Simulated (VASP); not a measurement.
Set up this calculation in VASP 6.6.1, as the native input.

| Quantity | Value |
| --- | --- |
| Task | single point |
| Functional | PBEsol |
| Potentials or basis | VASP PAW PBE potentials, release 64 (Mg, S) |
| Cutoff | 600 eV |
| k mesh | 6 × 6 × 6 |
| Occupations | gaussian, width 0.02 eV |
| Spin | no spin polarisation |
| Dipole correction | no |
| Further INCAR settings | ALGO = Normal; EDIFF = 1e-06; NBANDS = 11 |

The structure of MgS (sol) lies in POSCAR:

```
MgS
1.0
    0.0000000000      2.5913100557      2.5913100557
    2.5913100557      0.0000000000      2.5913100557
    2.5913100557      2.5913100557      0.0000000000
Mg S
1 1
Direct
    0.0000000000      0.0000000000      0.0000000000
    0.5000000000      0.5000000000      0.5000000000
```

The input as run:

INCAR

```
ALGO     = Normal         # electronic algorithm
EDIFF    = 1E-6           # SCF threshold, eV
ENCUT    = 600            # plane-wave cutoff, eV
GGA      = PS             # functional
GGA_COMPAT= F            
ISIF     = 2              # what is computed and relaxed
ISMEAR   = 0              # smearing method
LASPH    = T              # aspherical terms in the spheres
LCHARG   = T              # write CHGCAR
LELF     = T              # ELF
LREAL    = F              # projectors in reciprocal space
LVHAR    = T            
LWAVE    = F              # write WAVECAR
NBANDS   = 11             # bands
NELM     = 120            # most SCF steps
PREC     = Accurate       # precision mode
SIGMA    = 0.02           # smearing width, eV
```

KPOINTS

```
k-points
0
Gamma
  6 6 6
```

Potentials or basis: VASP PAW PBE potentials, release 64 (Mg, S).

Run with:

```console
$ cat potpaw_PBE.64/Mg/POTCAR potpaw_PBE.64/S/POTCAR > POTCAR
$ mpirun -np 1 vasp_std > vasp.out
```

It gave:

| Quantity | Value |
| --- | --- |
| Pressure | -0.2 GPa |
| Band gap on the k mesh | 2.73 eV, indirect (least direct gap 3.69 eV) |

Caveat: the PAW data sets were made with another functional, which shifts forces and pressure a little.

Wall time 20 s on 1 thread of AMD EPYC 7R13 (shared host), peak memory 0.14 GiB.
